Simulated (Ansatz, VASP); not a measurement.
GaCo: VASP beside Ansatz

```xyz
2
Lattice="2.8391 0.0000 0.0000 0.0000 2.8391 0.0000 0.0000 0.0000 2.8391" Properties=species:S:1:pos:R:3 pbc="T T T"
Ga    1.4196    1.4196    1.4196
Co    0.0000    0.0000    0.0000
```

Alike in both runs: task single point; functional PBE; k mesh 8 × 8 × 8; occupations fermi-dirac, width 0.05 eV; collinear spin.

|  | VASP | Ansatz |
| --- | --- | --- |
| version | VASP 6.6.1 | Ansatz 0.2.0 |
| potentials or method | VASP PAW PBE potentials, release 64 (Ga_d, Co), cutoff 520 eV | plane waves, PAW |
| valence electrons in the cell | 22 | 30 |

VASP gave:

* net moment per atom (μB): 0.07
* size of the moment on the site where the two differ most (μB): 0.15

Task: Which values does Ansatz return?

Result: net moment per atom (μB): 0.08; size of the moment on the site where the two differ most (μB): 0.17.

Site moments also hang on the region over which each program counts them. With one functional, cell and mesh, what is left measures potentials, basis and numerics. VASP's potentials hold 22 valence electrons a cell and Ansatz's 30, so a difference there can come from the potentials and not from the codes. Ansatz's warnings: seeded moment not kept.
